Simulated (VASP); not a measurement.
# MgW2Br4O4 (Pm) in VASP: relaxation of cell and atoms with PBE

Aim: the relaxation of cell and atoms of MgW2Br4O4 with PBE.

Everything below comes from runs of VASP 6.6.1. Logs are shortened: lines on timing, memory, paths and dates and some standing lists are left out, and cuts for length are marked.

### Step 1. The cell of the first run

Symmetry: Pm, No. 6, monoclinic system. The conventional cell has a = 3.858 Å, b = 8.481 Å, c = 7.755 Å, α = 90.00°, β = 90.09°, γ = 90.00°. Within 4.0 Å of Mg (site symmetry m) lie 8 Br at 3.01 to 3.13 Å and 2 Mg at 3.86 Å. W (site symmetry m) has 4 O at 1.93 to 2.01 Å and 2 Br at 2.67 Å within 2.7 Å. W (site symmetry m) has 4 O at 1.88 to 1.93 Å within 2.5 Å. Br (site symmetry 1) has 1 W at 2.67 Å and 2 Mg at 3.01 to 3.03 Å and 2 Br at 3.14 to 3.59 Å and 4 O at 3.25 to 3.42 Å within 3.6 Å. Within 3.6 Å of Br (site symmetry 1) lie 1 W at 2.67 Å and 2 Mg at 3.12 to 3.13 Å and 2 Br at 3.16 to 3.59 Å and 4 O at 3.18 to 3.34 Å. O (site symmetry m) has 2 W at 1.93 Å within 2.6 Å. O (site symmetry m) has 2 W at 1.89 to 2.01 Å within 2.5 Å. Within 2.8 Å of O (site symmetry m) lie 2 W at 1.93 Å and 4 O at 2.69 to 2.70 Å.

### Step 2. Relaxation of cell and atoms, PBE

INCAR reads:

```
SYSTEM = MgW2Br4O4
PREC = Accurate ; ENCUT = 840
EDIFF = 1E-7 ; ISMEAR = 0
SIGMA = 0.1 ; LREAL = .FALSE.
LASPH = .TRUE. ; NELM = 120
ALGO = Normal ; ISIF = 3
LWAVE = .FALSE. ; LCHARG = .FALSE.
GGA = PE ; IBRION = 2
NSW = 90 ; EDIFFG = -0.04
GGA_COMPAT = .FALSE. ; NELMIN = 4
```

KPOINTS reads:

```
Automatic mesh
0
G
  4 2 2
  0 0 0
```

POSCAR reads:

```
MgW2Br4O4
1.0
    3.8578232664      0.0000000000      0.0000000000
    0.0000000000      8.4808919300      0.0000000000
   -0.0119060088      0.0000000000      7.7552361765
Mg W Br O
1 2 4 4
Direct
    0.4993108400      0.5000000000      0.2044046200
    0.0013945000      0.0000000000      0.9677061800
    0.9985279300      0.0000000000      0.4646644000
    0.0034773300      0.3147920700      0.9840945700
    0.0034773300      0.6852079300      0.9840945700
    0.9970343300      0.3139349500      0.4475965200
    0.9970343300      0.6860650500      0.4475965200
    0.5010969100      0.0000000000      0.9656719900
    0.9997847200      0.0000000000      0.7084382400
    0.4987986700      0.0000000000      0.4658200300
    0.0000630900      0.0000000000      0.2224853600
```

Potentials or basis: VASP PAW PBE potentials, release 64 (Mg_sv, W_sv, Br, O).

The run is started by

```console
$ cat potpaw_PBE.64/Mg_sv/POTCAR potpaw_PBE.64/W_sv/POTCAR potpaw_PBE.64/Br/POTCAR potpaw_PBE.64/O/POTCAR > POTCAR
$ mpirun -np 1 vasp_std > vasp.out
```

OUTCAR:

```text
SYSTEM = MgW2Br4O4
   PREC = Accurate
   ENCUT = 840
   EDIFF = 1E-7
   ISMEAR = 0
   LREAL = .FALSE.
   LASPH = .TRUE.
   NELM = 120
   ISIF = 3
   GGA = PE
   IBRION = 2
   NSW = 90
   EDIFFG = -0.04
   NELMIN = 4

 ion  position               nearest neighbor table
   1  0.499  0.500  0.204-
   2  0.001  0.000  0.968-   8 1.93   8 1.93  11 1.98   9 2.01   4 2.67   5 2.67
   3  0.999  0.000  0.465-  11 1.88   9 1.89  10 1.93  10 1.93   7 2.67   6 2.67
   4  0.003  0.315  0.984-   2 2.67
   5  0.003  0.685  0.984-   2 2.67
   6  0.997  0.314  0.448-   3 2.67
   7  0.997  0.686  0.448-   3 2.67
   8  0.501  0.000  0.966-   2 1.93   2 1.93
   9  1.000  0.000  0.708-   3 1.89   2 2.01
  10  0.499  0.000  0.466-   3 1.93   3 1.93
  11  0.000  0.000  0.222-   3 1.88   2 1.98

  LATTYP: Found a simple monoclinic cell.
 ALAT       =     3.8578232664
 B/A-ratio  =     2.1983619633
 C/A-ratio  =     2.0102645404
 COS(beta)  =    -0.0015352201

  Lattice vectors:

 A1 = (   3.8578232664,   0.0000000000,   0.0000000000)
 A2 = (   0.0000000000,   8.4808919300,   0.0000000000)
 A3 = (  -0.0119060088,   0.0000000000,   7.7552361765)

Analysis of symmetry for initial positions (statically):
=====================================================================
 Subroutine PRICEL returns:
 Original cell was already a primitive cell.

 Routine SETGRP: Setting up the symmetry group for a
 simple monoclinic supercell.

 Subroutine GETGRP returns: Found  2 space group operations
 (whereof  2 operations were pure point group operations)
 out of a pool of  4 trial point group operations.

The static configuration has the point symmetry C_1h.

Analysis of symmetry for dynamics (positions and initial velocities):
=====================================================================
 Subroutine PRICEL returns:
 Original cell was already a primitive cell.

 Routine SETGRP: Setting up the symmetry group for a
 simple monoclinic supercell.

 Subroutine GETGRP returns: Found  2 space group operations
 (whereof  2 operations were pure point group operations)
 out of a pool of  4 trial point group operations.

The dynamic configuration has the point symmetry C_1h.

 Subroutine INISYM returns: Found  2 space group operations
 (whereof  2 operations are pure point group operations),
 and found     1 'primitive' translations

----------------------------------------------------------------------------------------

                                     Primitive cell

  volume of cell :     253.7341

  direct lattice vectors                    reciprocal lattice vectors
     3.857823266  0.000000000  0.000000000     0.259213533  0.000000000  0.000397950
     0.000000000  8.480891930  0.000000000     0.000000000  0.117912126  0.000000000
    -0.011906009  0.000000000  7.755236177     0.000000000  0.000000000  0.128945138

  length of vectors
     3.857823266  8.480891930  7.755245316     0.259213839  0.117912126  0.128945138

  position of ions in fractional coordinates (direct lattice)
     0.499310840  0.500000000  0.204404620
     0.001394500  0.000000000  0.967706180
     0.998527930  0.000000000  0.464664400
     0.003477330  0.314792070  0.984094570
     0.003477330  0.685207930  0.984094570
     0.997034330  0.313934950  0.447596520
     0.997034330  0.686065050  0.447596520
     0.501096910  0.000000000  0.965671990
     0.999784720  0.000000000  0.708438240
     0.498798670  0.000000000  0.465820030
     0.000063090  0.000000000  0.222485360

  ion indices of the primitive-cell ions
   primitive index   ion index
                 1           1
                 2           2
                 3           3
                 4           4
                 5           5
                 6           6
                 7           7
                 8           8
                 9           9
                10          10
                11          11

----------------------------------------------------------------------------------------

 KPOINTS: Automatic mesh

Automatic generation of k-mesh.
 Grid dimensions read from file:
 generate k-points for:    4    2    2

 Generating k-lattice:

  Cartesian coordinates                     Fractional coordinates (reciprocal lattice)
     0.064803383  0.000000000  0.000099488     0.250000000  0.000000000  0.000000000
     0.000000000  0.058956063  0.000000000     0.000000000  0.500000000  0.000000000
     0.000000000  0.000000000  0.064472569     0.000000000  0.000000000  0.500000000

  Length of vectors
     0.064803460  0.058956063  0.064472569

  Shift w.r.t. Gamma in fractional coordinates (k-lattice)
     0.000000000  0.000000000  0.000000000

 Subroutine IBZKPT returns following result:
 ===========================================

 Found     12 irreducible k-points:

 Following reciprocal coordinates:
            Coordinates               Weight
  0.000000  0.000000  0.000000      1.000000
  0.250000  0.000000  0.000000      2.000000
  0.500000  0.000000  0.000000      1.000000
  0.000000  0.500000  0.000000      1.000000
  0.250000  0.500000  0.000000      2.000000
  0.500000  0.500000  0.000000      1.000000
  0.000000  0.000000  0.500000      1.000000
  0.250000  0.000000  0.500000      2.000000
  0.500000  0.000000  0.500000      1.000000
  0.000000  0.500000  0.500000      1.000000
  0.250000  0.500000  0.500000      2.000000
  0.500000  0.500000  0.500000      1.000000
   k-points           NKPTS =     12   k-points in BZ     NKDIM =     12   number of bands    NBANDS=     54
   number of dos      NEDOS =    301   number of ions     NIONS =     11
   total plane-waves  NPLWV = 230400
   dimension x,y,z NGX =    36 NGY =   80 NGZ =   80
   dimension x,y,z NGXF=    72 NGYF=  160 NGZF=  160
   ions per type =               1   2   4   4
   NGX,Y,Z   is equivalent  to a cutoff of  15.51, 15.68, 17.15 a.u.
   NGXF,Y,Z  is equivalent  to a cutoff of  31.03, 31.36, 34.30 a.u.
 SYSTEM =  MgW2Br4O4
   PREC   = accura    normal or accurate (medium, high low for compatibility)
   ISTART =      0    job   : 0-new  1-cont  2-samecut
   ICHARG =      2    charge: 1-file 2-atom 10-const
   ISPIN  =      1    spin polarized calculation?
   LNONCOLLINEAR =      F non collinear calculations
   LSORBIT =      F    spin-orbit coupling
   LASPH  =      T    aspherical Exc in radial PAW
   ENCUT  =  840.0 eV  61.74 Ry    7.86 a.u.   9.12 20.04 18.33*2*pi/ulx,y,z
   NELM   =    120;   NELMIN=  4; NELMDL= -5     # of ELM steps
   EDIFF  = 0.1E-06   stopping-criterion for ELM
   LREAL  =      F    real-space projection
   EDIFFG = -.4E-01   stopping-criterion for IOM
   NSW    =     90    number of steps for IOM
   IBRION =      2    ionic relax: 0-MD 1-quasi-New 2-CG
   NFREE  =      1    steps in history (QN), initial steepest desc. (CG)
   ISIF   =      3    stress and relaxation
   ISYM   =      2    0-nonsym 1-usesym 2-fastsym
   POTIM  = 0.5000    time-step for ionic-motion
   TEBEG  =    0.0;   TEEND  =   0.0 temperature during run
   PSTRESS=    0.0 pullay stress
   NELECT =      90.0000    total number of electrons
   NUPDOWN=      -1.0000    fix difference up-down
   EMIN   =  10.00;   EMAX   =-10.00  energy-range for DOS
   EFERMI =   0.00;   METHOD = LEGACY
   ISMEAR =     0;   SIGMA  =   0.10  broadening in eV -4-tet -1-fermi 0-gaus
   EFERMI_NEDOS =   21; number of points for ismear=-14 and -15
   IALGO  =     38    algorithm
   IMIX   =      4    mixing-type and parameters
     AMIX     =   0.40;   BMIX     =  1.00
     AMIX_MAG =   1.60;   BMIX_MAG =  1.00
  volume/ion in A,a.u.               =      23.07       155.66
  Fermi-wavevector in a.u.,A,eV,Ry     =   1.158856  2.189920 18.271898  1.342947
  Thomas-Fermi vector in A             =   2.295454
   LORBIT       =      0    0 simple, 1 ext, 2 COOP (PROOUT), +10 PAW based schemes
   GGA     = PE    functional components
   LHFCALC =     F    Hartree Fock is set to
   AEXX    =    0.0000 exact exchange contribution
   IVDW    =     0    specifies the selected vdW correction
   LEPSILON=     F    determine dielectric tensor
   LRPA    =     F    only Hartree local field effects (RPA)
 conjugate gradient relaxation of ions
 non-spin polarized calculation
 Gauss-broadening in eV      SIGMA  =   0.10
  energy-cutoff  :      840.00
  volume of cell :      253.73
 maximum number of plane-waves:     14088
   NGX = 19   NGY = 41   NGZ = 37

--------------------------------------- Ionic step        1  -------------------------------------------

 number of electron      89.9999992 magnetization

 Free energy of the ion-electron system (eV)
  ---------------------------------------------------
  ext. energy  EPLUGINS =         0.00000000
  ---------------------------------------------------
  free energy    TOTEN  =       -69.37471302 eV

  energy without entropy =      -69.35573568  energy(sigma->0) =      -69.36522435

------------------------ aborting loop because EDIFF is reached ----------------------------------------

  FORCE on cell =-STRESS in cart. coord.  units (eV):
  Direction    XX          YY          ZZ          XY          YZ          ZX
  --------------------------------------------------------------------------------------
  -------------------------------------------------------------------------------------
  Total       -8.0378951     -2.3453867     -8.1392001      0.0000000      0.0000000     -0.0061448
  in kB      -50.7544391    -14.8096965    -51.3941184      0.0000000      0.0000000     -0.0388006
  external PRESSURE =     -38.9860847 kB  Pullay stress =       0.0000000 kB
[... 116 lines left out ...]
  FREE ENERGIE OF THE ION-ELECTRON SYSTEM (eV)
  ---------------------------------------------------
  free  energy   TOTEN  =       -69.6270444107 eV

  energy  without entropy=      -69.6084968525  energy(sigma->0) =      -69.61777063

[... ionic steps 4 to 8 ...]

--------------------------------------- Ionic step        9  -------------------------------------------

 number of electron      89.9999980 magnetization

------------------------ aborting loop because EDIFF is reached ----------------------------------------

  FORCE on cell =-STRESS in cart. coord.  units (eV):
  Direction    XX          YY          ZZ          XY          YZ          ZX
  --------------------------------------------------------------------------------------
  -------------------------------------------------------------------------------------
  Total       -0.1785816      0.0447273     -0.1303424      0.0000000      0.0000000      0.0007910
  in kB       -1.1736224      0.2939441     -0.8565984      0.0000000      0.0000000      0.0051985
  external PRESSURE =      -0.5787589 kB  Pullay stress =       0.0000000 kB
[... 75 lines left out ...]
  energy  without entropy=      -69.6215494444  energy(sigma->0) =      -69.63098613

--------------------------------------- Ionic step       11  -------------------------------------------

 number of electron      89.9999980 magnetization

 Free energy of the ion-electron system (eV)
  ---------------------------------------------------
  ext. energy  EPLUGINS =         0.00000000
  ---------------------------------------------------
  free energy    TOTEN  =       -69.64121797 eV

  energy without entropy =      -69.62221582  energy(sigma->0) =      -69.63171689

 E-fermi :   2.6188     XC(G=0):  -8.6864

 val. band max:        2.5873193570   @ k =   0.2500   0.0000   0.0000
 cond. band min:       2.6345892135   @ k =   0.5000   0.0000   0.0000
 fundamental gap:      0.0472698566
 Fermi energy:         2.6188475937

 k-point     1 :       0.0000    0.0000    0.0000
  band No.  band energies     occupation
      1     -75.5592      2.00000
      2     -72.9560      2.00000
      3     -72.9378      2.00000
      4     -42.3167      2.00000
      5     -42.3121      2.00000
      6     -42.3093      2.00000
[... 711 lines left out ...]
  FREE ENERGIE OF THE ION-ELECTRON SYSTEM (eV)
  ---------------------------------------------------
  free  energy   TOTEN  =       -69.6412179709 eV

  energy  without entropy=      -69.6222158183  energy(sigma->0) =      -69.63171689

 reached required accuracy - stopping structural energy minimisation
```

Wall time 27 min (1 thread of Intel Xeon 6975P-C (Granite Rapids), shared host); peak memory 0.77 GiB.

What came out:

| Quantity | Value |
| --- | --- |
| Free energy | -69.6412 eV |
| Relaxed volume | 22.14 Å³/atom |
| Relaxed cell | a = 3.799 Å, b = 8.429 Å, c = 7.605 Å, α = 90.00°, β = 90.09°, γ = 90.00° |
| Space group after relaxing (to 0.1 Å) | Pmm2 (No. 25) |
| Energy gained by relaxing | 24.2 meV/atom |
| Ionic steps | 11 |
| Pressure after relaxing | 0.0 GPa |
| Largest force after relaxing | 0.034 eV/Å |
| Band gap on the k mesh | zero (bands 45 and 46 overlap by 1.62 eV) |

Forces in eV/Å, atoms in the order of the input:
```
Mg   0.003  0.000  0.034
W    0.001  0.000 -0.024
W   -0.001  0.000  0.025
Br   0.001 -0.011 -0.004
Br   0.001  0.011 -0.004
Br  -0.003  0.026 -0.008
Br  -0.003 -0.026 -0.008
O   -0.001  0.000 -0.018
O    0.001  0.000 -0.011
O   -0.003  0.000 -0.004
O    0.004  0.000  0.023
```

The path:
```csv
step,energy change (eV),largest force (eV/Å),pressure (GPa),volume (Å³)
1,0.0000,1.8949,-3.90,253.73
2,0.0186,2.2158,5.76,233.62
3,-0.2523,0.5684,0.34,243.24
4,-0.2524,0.5363,0.44,243.03
5,-0.2554,0.4984,-0.22,244.16
6,-0.2617,0.1306,0.06,243.65
7,-0.2632,0.0810,-0.10,243.94
8,-0.2632,0.0897,-0.14,243.98
9,-0.2644,0.1016,-0.06,243.79
10,-0.2657,0.1313,0.13,243.32
11,-0.2665,0.0341,0.03,243.50
```

Final structure:
```xyz
11
Lattice="3.7987 0.0000 0.0000 0.0000 8.4287 0.0000 -0.0118 0.0000 7.6051" Properties=species:S:1:pos:R:3 pbc="T T T"
Mg    1.8956    4.2144    1.5768
W    -0.0051    0.0000    7.3558
W     3.7874    0.0000    3.5314
Br    0.0012    2.6494    7.4551
Br    0.0012    5.7793    7.4551
Br    3.7808    2.6399    3.4211
Br    3.7808    5.7888    3.4211
O     1.8929    0.0000    7.3509
O    -0.0083    0.0000    5.4442
O     1.8893    0.0000    3.5391
O     3.7959    0.0000    1.6397
```

Levels at points of the mesh, in eV from the Fermi level:
| k point | band 43 | band 44 | band 45 | band 46 | band 47 | band 48 |
| --- | --- | --- | --- | --- | --- | --- |
| (0.00, 0.00, 0.00) | -2.27 | -2.08 | -0.43 | -0.16 | -0.07 | -0.03 |
| (0.50, 0.00, 0.00) | -2.13 | -1.83 | 0.02 | 1.26 | 1.33 | 2.03 |
| (0.00, 0.50, 0.00) | -2.07 | -1.99 | -0.43 | -0.35 | -0.27 | -0.21 |
| (0.50, 0.50, 0.00) | -1.88 | -1.83 | -0.17 | 1.33 | 2.64 | 2.67 |
| (0.00, 0.00, 0.50) | -2.29 | -2.07 | -0.13 | -0.06 | 0.51 | 1.20 |
| (0.50, 0.00, 0.50) | -2.24 | -2.14 | 1.27 | 1.38 | 1.41 | 1.51 |
| (0.00, 0.50, 0.50) | -2.25 | -2.03 | -0.32 | -0.24 | 0.80 | 1.18 |
| (0.50, 0.50, 0.50) | -2.43 | -2.38 | 1.12 | 1.26 | 1.48 | 2.64 |

Caveat: the k points lie up to 0.41 Å⁻¹ apart in the final cell, too coarse for converged energies and pressures of a metal; spin-orbit coupling is left out, which moves the levels of the heavy elements.

The gap in the log of VASP goes by the Fermi energy; the results here count the filled bands.